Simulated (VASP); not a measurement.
## GaAs: single point with PBE

Crystal: GaAs.

```
Ga As
1.0
     2.85944    0.00000    0.00000
    -1.42972    2.47635    0.00000
     0.00000    0.00000    5.41905
Ga As
1 1
Cartesian
  0.0000 0.0000 2.7095
  0.0000 0.0000 0.0000
```

The cell was generated, and may not be a known phase.

```yaml
Program: VASP 6.6.1
Task: single point
Functional: PBE
Potentials_or_basis: VASP PAW PBE potentials, release 64 (Ga_d, As)
Cutoff: 520 eV
k_mesh: 24 × 24 × 10
Occupations: gaussian, width 0.1 eV
Spin: no spin polarisation
Dipole_correction: no
Further_INCAR_settings: ALGO = Normal; EDIFF = 1e-07; NBANDS = 16
```

```
Pressure               : 0.1 GPa
Band gap on the k mesh : zero (bands 9 and 10 overlap by 8.13 eV)
```

Levels at points of the mesh, in eV from the Fermi level:
```
           k point  band 6  band 7  band 8  band 9  band 10  band 11  band 12  band 13
(0.00, 0.00, 0.00)  -13.91   -8.10   -5.75    6.45     6.45     6.56    10.23    13.42
(0.50, 0.00, 0.00)   -9.52   -5.91   -2.27   -1.89    -1.58     2.94     3.79     7.88
(0.00, 0.00, 0.50)  -13.77   -9.80   -1.14    0.18     6.57     6.57    12.55    12.55
(0.50, 0.00, 0.50)   -9.45   -5.57   -4.44   -2.68     3.06     3.11     4.85     7.66
```

Wall time 3.5 min on 1 thread of Intel Xeon 8259CL, on a shared host, peak memory 0.35 GiB.
